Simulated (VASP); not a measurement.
Input of a VASP 6.6.1 run:

INCAR

```
ALGO     = Normal         # electronic algorithm
EDIFF    = 1E-6           # SCF threshold, eV
ENCUT    = 520            # plane-wave cutoff, eV
GGA      = PE             # functional
ISIF     = 2              # what is computed and relaxed
ISMEAR   = 0              # smearing method
LASPH    = T              # aspherical terms in the spheres
LCHARG   = T              # write CHGCAR
LELF     = T              # ELF
LREAL    = F              # projectors in reciprocal space
LVHAR    = T            
LWAVE    = F              # write WAVECAR
NBANDS   = 22             # bands
NELM     = 100            # most SCF steps
PREC     = Accurate       # precision mode
SIGMA    = 0.1            # smearing width, eV
```

File KPOINTS:

```
k-points
0
Gamma
  4 4 4
```

File POSCAR:

```
K2SiB2
1.0
    1.5200299254     -9.5436207382      0.0000000000
    1.5200299254      9.5436207382      0.0000000000
    0.0000000000      0.0000000000      4.2895140749
K Si B
2 1 2
Direct
    0.3676633249      0.6323366751      0.5000000000
    0.6323366751      0.3676633249      0.5000000000
    0.0000000000      0.0000000000      0.0000000000
    0.2489029057      0.7510970943      0.0000000000
    0.7510970943      0.2489029057      0.0000000000
```

Potentials or basis: VASP PAW PBE potentials, release 64 (K_sv, Si, B).

Command:

```bash
$ cat potpaw_PBE.64/K_sv/POTCAR potpaw_PBE.64/Si/POTCAR potpaw_PBE.64/B/POTCAR > POTCAR
$ mpirun -np 1 vasp_std > vasp.out
```

(1) Estimate the pressure.

(2) Predict the largest force.

Answers

(1) 0.1 GPa.

(2) 0.025 eV/Å.

Caveat: the k points lie up to 0.52 Å⁻¹ apart, too coarse for converged energies and pressures of a metal.
